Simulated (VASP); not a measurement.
# AlN (P6_3mc) in VASP: notebook, part 2 of 2

VASP 6.6.1.

### 4 Single point, PBEsol (strained and its atoms moved)

File INCAR:

```
PREC = Accurate
ENCUT = 520
EDIFF = 1E-6
ISMEAR = 0
SIGMA = 0.02
LREAL = F
LASPH = T
NELM = 60
ALGO = Normal
ISIF = 2
LWAVE = F
LCHARG = T
GGA = PS
LELF = T
LVHAR = T
NBANDS = 16
```

File KPOINTS:

```
Automatic mesh
0
Gamma
  9 9 6
```

File POSCAR:

```
AlN
1.0
    3.0360269997      0.0000000000      0.0000000000
   -1.5180134999      2.6292765083      0.0000000000
    0.0000000000      0.0000000000      5.1567102000
Al N
2 2
Direct
    0.3333333333      0.6666666667     -0.0120530333
    0.6666666667      0.3333333333      0.4879469667
    0.3333333333      0.6666666667      0.3970530333
    0.6666666667      0.3333333333      0.8970530333
```

Potentials or basis: VASP PAW PBE potentials, release 64 (Al, N).

Started as:

```console
$ cat potpaw_PBE.64/Al/POTCAR potpaw_PBE.64/N/POTCAR > POTCAR
$ mpirun -np 1 vasp_std > vasp.out
```

OUTCAR:

```text
PREC = Accurate
   ENCUT = 520
   EDIFF = 1E-6
   ISMEAR = 0
   LREAL = F
   LASPH = T
   NELM = 60
   ISIF = 2
   GGA = PS

 ion  position               nearest neighbor table
   1  0.333  0.667  0.988-   4 1.81   4 1.81   4 1.81   3 2.11   2 3.12   2 3.12   2 3.12   2 3.12
                             2 3.12   2 3.12
   2  0.667  0.333  0.488-   3 1.81   3 1.81   3 1.81   4 2.11   1 3.12   1 3.12   1 3.12   1 3.12
                             1 3.12   1 3.12
   3  0.333  0.667  0.397-   2 1.81   2 1.81   2 1.81   1 2.11
   4  0.667  0.333  0.897-   1 1.81   1 1.81   1 1.81   2 2.11

  LATTYP: Found a hexagonal cell.
 ALAT       =     3.0360269997
 C/A-ratio  =     1.6985060411

  Lattice vectors:

 A1 = (   3.0360269997,   0.0000000000,   0.0000000000)
 A2 = (  -1.5180134999,   2.6292765083,   0.0000000000)
 A3 = (   0.0000000000,   0.0000000000,   5.1567102000)

Analysis of symmetry for initial positions (statically):
=====================================================================
 Subroutine PRICEL returns:
 Original cell was already a primitive cell.

 Routine SETGRP: Setting up the symmetry group for a
 hexagonal supercell.

 Subroutine GETGRP returns: Found 12 space group operations
 (whereof  6 operations were pure point group operations)
 out of a pool of 24 trial point group operations.

The static configuration has the point symmetry C_3v.
 The point group associated with its full space group is C_6v.

Analysis of symmetry for dynamics (positions and initial velocities):
=====================================================================
 Subroutine PRICEL returns:
 Original cell was already a primitive cell.

 Routine SETGRP: Setting up the symmetry group for a
 hexagonal supercell.

 Subroutine GETGRP returns: Found 12 space group operations
 (whereof  6 operations were pure point group operations)
 out of a pool of 24 trial point group operations.

The dynamic configuration has the point symmetry C_3v.
 The point group associated with its full space group is C_6v.

 Subroutine INISYM returns: Found 12 space group operations
 (whereof  6 operations are pure point group operations),
 and found     1 'primitive' translations

----------------------------------------------------------------------------------------

                                     Primitive cell

  volume of cell :      41.1637

  direct lattice vectors                    reciprocal lattice vectors
     3.036027000  0.000000000  0.000000000     0.329377835  0.190166382  0.000000000
    -1.518013500  2.629276508  0.000000000     0.000000000  0.380332763  0.000000000
     0.000000000  0.000000000  5.156710200     0.000000000  0.000000000  0.193922086

  length of vectors
     3.036027000  3.036027000  5.156710200     0.380332763  0.380332763  0.193922086

  position of ions in fractional coordinates (direct lattice)
     0.333333333  0.666666667  0.987946967
     0.666666667  0.333333333  0.487946967
     0.333333333  0.666666667  0.397053033
     0.666666667  0.333333333  0.897053033

  ion indices of the primitive-cell ions
   primitive index   ion index
                 1           1
                 2           2
                 3           3
                 4           4

----------------------------------------------------------------------------------------

 KPOINTS: Automatic mesh

Automatic generation of k-mesh.
 Grid dimensions read from file:
 generate k-points for:    9    9    6

 Generating k-lattice:

  Cartesian coordinates                     Fractional coordinates (reciprocal lattice)
     0.036597537  0.021129598  0.000000000     0.111111111  0.000000000  0.000000000
     0.000000000  0.042259196  0.000000000     0.000000000  0.111111111  0.000000000
     0.000000000  0.000000000  0.032320348     0.000000000  0.000000000  0.166666667

  Length of vectors
     0.042259196  0.042259196  0.032320348

  Shift w.r.t. Gamma in fractional coordinates (k-lattice)
     0.000000000  0.000000000  0.000000000

 Subroutine IBZKPT returns following result:
 ===========================================

 Found     48 irreducible k-points:

 Following reciprocal coordinates:
            Coordinates               Weight
  0.000000  0.000000  0.000000      1.000000
  0.111111 -0.000000  0.000000      6.000000
  0.222222 -0.000000  0.000000      6.000000
  0.333333 -0.000000  0.000000      6.000000
  0.444444 -0.000000  0.000000      6.000000
  0.111111  0.111111  0.000000      6.000000
[... 16 lines left out ...]
  0.333333  0.222222  0.166667     24.000000
  0.333333  0.333333  0.166667      4.000000
 [... further k-points ...]
   k-points           NKPTS =     48   k-points in BZ     NKDIM =     48   number of bands    NBANDS=     16
   number of dos      NEDOS =    301   number of ions     NIONS =      4
   total plane-waves  NPLWV =  23040
   dimension x,y,z NGX =    24 NGY =   24 NGZ =   40
   dimension x,y,z NGXF=    48 NGYF=   48 NGZF=   80
   ions per type =               2   2
   NGX,Y,Z   is equivalent  to a cutoff of  13.14, 13.14, 12.90 a.u.
   NGXF,Y,Z  is equivalent  to a cutoff of  26.28, 26.28, 25.79 a.u.
 SYSTEM =  unknown system
   PREC   = accura    normal or accurate (medium, high low for compatibility)
   ISTART =      0    job   : 0-new  1-cont  2-samecut
   ICHARG =      2    charge: 1-file 2-atom 10-const
   ISPIN  =      1    spin polarized calculation?
   LNONCOLLINEAR =      F non collinear calculations
   LSORBIT =      F    spin-orbit coupling
   LASPH  =      T    aspherical Exc in radial PAW
   ENCUT  =  520.0 eV  38.22 Ry    6.18 a.u.   5.64  5.64  9.59*2*pi/ulx,y,z
   NELM   =     60;   NELMIN=  2; NELMDL= -5     # of ELM steps
   EDIFF  = 0.1E-05   stopping-criterion for ELM
   LREAL  =      F    real-space projection
   EDIFFG = 0.1E-04   stopping-criterion for IOM
   NSW    =      0    number of steps for IOM
   IBRION =     -1    ionic relax: 0-MD 1-quasi-New 2-CG
   NFREE  =      0    steps in history (QN), initial steepest desc. (CG)
   ISIF   =      2    stress and relaxation
   ISYM   =      2    0-nonsym 1-usesym 2-fastsym
   POTIM  = 0.5000    time-step for ionic-motion
   TEBEG  =    0.0;   TEEND  =   0.0 temperature during run
   PSTRESS=    0.0 pullay stress
   NELECT =      16.0000    total number of electrons
   NUPDOWN=      -1.0000    fix difference up-down
   EMIN   =  10.00;   EMAX   =-10.00  energy-range for DOS
   EFERMI =   0.00;   METHOD = LEGACY
   ISMEAR =     0;   SIGMA  =   0.02  broadening in eV -4-tet -1-fermi 0-gaus
   EFERMI_NEDOS =   21; number of points for ismear=-14 and -15
   IALGO  =     38    algorithm
   IMIX   =      4    mixing-type and parameters
     AMIX     =   0.40;   BMIX     =  1.00
     AMIX_MAG =   1.60;   BMIX_MAG =  1.00
  volume/ion in A,a.u.               =      10.29        69.45
  Fermi-wavevector in a.u.,A,eV,Ry     =   1.194749  2.257748 19.421294  1.427425
  Thomas-Fermi vector in A             =   2.330731
   LORBIT       =      0    0 simple, 1 ext, 2 COOP (PROOUT), +10 PAW based schemes
   GGA     = PS    functional components
   LHFCALC =     F    Hartree Fock is set to
   AEXX    =    0.0000 exact exchange contribution
   IVDW    =     0    specifies the selected vdW correction
   LEPSILON=     F    determine dielectric tensor
   LRPA    =     F    only Hartree local field effects (RPA)
 non-spin polarized calculation
 Gauss-broadening in eV      SIGMA  =   0.02
  energy-cutoff  :      520.00
  volume of cell :       41.16
 maximum number of plane-waves:      1129
 NGX is ok and might be reduce to    24
   NGX = 11   NGY = 11   NGZ = 19

 number of electron      15.9999999 magnetization

 Free energy of the ion-electron system (eV)
  ---------------------------------------------------
  ext. energy  EPLUGINS =         0.00000000
  ---------------------------------------------------
  free energy    TOTEN  =       -30.86231793 eV

  energy without entropy =      -30.86231793  energy(sigma->0) =      -30.86231793

 E-fermi :   6.4582     XC(G=0): -11.1564

 val. band max:        6.3503643296   @ k =   0.0000   0.0000   0.0000
 cond. band min:      10.2831916463   @ k =   0.0000   0.0000   0.0000
 fundamental gap:      3.9328273167
 Fermi energy:         6.4582392438

 k-point     1 :       0.0000    0.0000    0.0000
  band No.  band energies     occupation
      1      -9.0996      2.00000
      2      -7.1801      2.00000
      3       0.1070      2.00000
      4       5.2980      2.00000
      5       5.2980      2.00000
      6       5.7950      2.00000
[... 433 lines left out ...]
      3       1.3006      2.00000
      4       1.9544      2.00000
      5       1.9544      2.00000
      6       3.0161      2.00000
[... 8 lines left out ...]
     15      18.8892      0.00000
     16      21.9876      0.00000

 [... further k-points ...]
[... 5 lines left out ...]
  --------------------------------------------------------------------------------------
  -------------------------------------------------------------------------------------
  Total        5.4306285      5.4306285     -3.5418459     -0.0000000      0.0000000      0.0000000
  in kB      211.3713205    211.3713205   -137.8559868     -0.0000000      0.0000000      0.0000000
  external PRESSURE =      94.9622181 kB  Pullay stress =       0.0000000 kB

 VOLUME and BASIS-vectors are now :
 -----------------------------------------------------------------------------
  energy-cutoff  :      520.00
  volume of cell :       41.16
      direct lattice vectors                 reciprocal lattice vectors
     3.036027000  0.000000000  0.000000000     0.329377835  0.190166382  0.000000000
    -1.518013500  2.629276508  0.000000000     0.000000000  0.380332763  0.000000000
     0.000000000  0.000000000  5.156710200     0.000000000  0.000000000  0.193922086

 POSITION                                       TOTAL-FORCE (eV/Angst)
 -----------------------------------------------------------------------------------
     -0.00000      1.75285      5.09456         0.000000      0.000000      1.502418
      1.51801      0.87643      2.51620        -0.000000     -0.000000      1.502418
     -0.00000      1.75285      2.04749        -0.000000     -0.000000     -1.502418
      1.51801      0.87643      4.62584         0.000000      0.000000     -1.502418
 -----------------------------------------------------------------------------------
    total drift:                               -0.000000      0.000000     -0.001000

  FREE ENERGIE OF THE ION-ELECTRON SYSTEM (eV)
  ---------------------------------------------------
  free  energy   TOTEN  =       -30.8623179264 eV

  energy  without entropy=      -30.8623179264  energy(sigma->0) =      -30.86231793
```

OSZICAR:

```text
N       E                     dE             d eps       ncg     rms          rms(c)
DAV:   1     0.381898278857E+02    0.38190E+02   -0.73809E+03  1536   0.901E+02
DAV:   2    -0.323896464558E+02   -0.70579E+02   -0.65253E+02  2120   0.186E+02
DAV:   3    -0.356490230613E+02   -0.32594E+01   -0.32513E+01  1896   0.419E+01
DAV:   4    -0.356686484368E+02   -0.19625E-01   -0.19624E-01  1920   0.363E+00
DAV:   5    -0.356689032741E+02   -0.25484E-03   -0.25484E-03  1952   0.415E-01    0.122E+01
DAV:   6    -0.309318485328E+02    0.47371E+01   -0.10225E+01  1824   0.231E+01    0.439E+00
DAV:   7    -0.309032330086E+02    0.28616E-01   -0.63124E-01  1656   0.558E+00    0.298E+00
DAV:   8    -0.308657666195E+02    0.37466E-01   -0.70666E-02  1832   0.221E+00    0.463E-01
DAV:   9    -0.308620674465E+02    0.36992E-02   -0.10183E-02  1960   0.742E-01    0.245E-01
DAV:  10    -0.308623894269E+02   -0.32198E-03   -0.11969E-03  1688   0.232E-01    0.119E-01
DAV:  11    -0.308623168809E+02    0.72546E-04   -0.18414E-04  1840   0.106E-01    0.165E-02
DAV:  12    -0.308623181983E+02   -0.13174E-05   -0.85884E-06  1888   0.224E-02    0.596E-03
DAV:  13    -0.308623179264E+02    0.27195E-06   -0.68975E-07  1080   0.714E-03
   1 F= -.30862318E+02 E0= -.30862318E+02  d E =-.538406E-17
```

Run time: 12 s. Hardware: 1 thread of Intel Xeon 6975P-C (Granite Rapids), shared host; peak memory 0.16 GiB.

What came out:

```yaml
Free_energy: -30.8623 eV
Pressure: 9.5 GPa
Largest_force: 1.502 eV/Å
Band_gap_on_the_k_mesh: 3.93 eV, direct
```

Forces on the atoms (eV/Å):
```
Al   0.000  0.000  1.502
Al   0.000  0.000  1.502
N    0.000  0.000 -1.502
N    0.000  0.000 -1.502
```

Stress tensor (GPa, compression positive):
```
 21.14   0.00   0.00
  0.00  21.14   0.00
  0.00   0.00 -13.79
```

Caveat: the cell differs from its parent crystal (strained and its atoms moved); the PAW data sets were made with another functional, which shifts forces and pressure a little.

### 5 Overview

```tsv
cell	k mesh	cutoff (eV)	smearing	gap on the mesh (eV)	pressure (GPa)	largest force (eV/Å)
a = 3.114, b = 5.393, c = 5.876 Å, angles 117.3, 105.4, 90.0°, 8 atoms	8 × 8 × 8	600	gaussian 0.05 eV	4.11	-0.1	-
a = 3.081, b = 3.081, c = 4.781 Å, angles 90.0, 90.0, 120.0°, 4 atoms	9 × 9 × 6	520	gaussian 0.02 eV	4.70	15.4	1.45
a = 3.036, b = 3.036, c = 5.157 Å, angles 90.0, 90.0, 120.0°, 4 atoms	9 × 9 × 6	520	gaussian 0.02 eV	3.93	9.5	1.50
```

Alike in all rows: task single point; level PBEsol; potentials or basis VASP PAW PBE potentials, release 64 (Al, N); no spin polarisation.

Caveats: the PAW data sets were made with another functional, which shifts forces and pressure a little.

Total energies depend on the potentials used, so only differences within one code and one set of settings carry meaning.
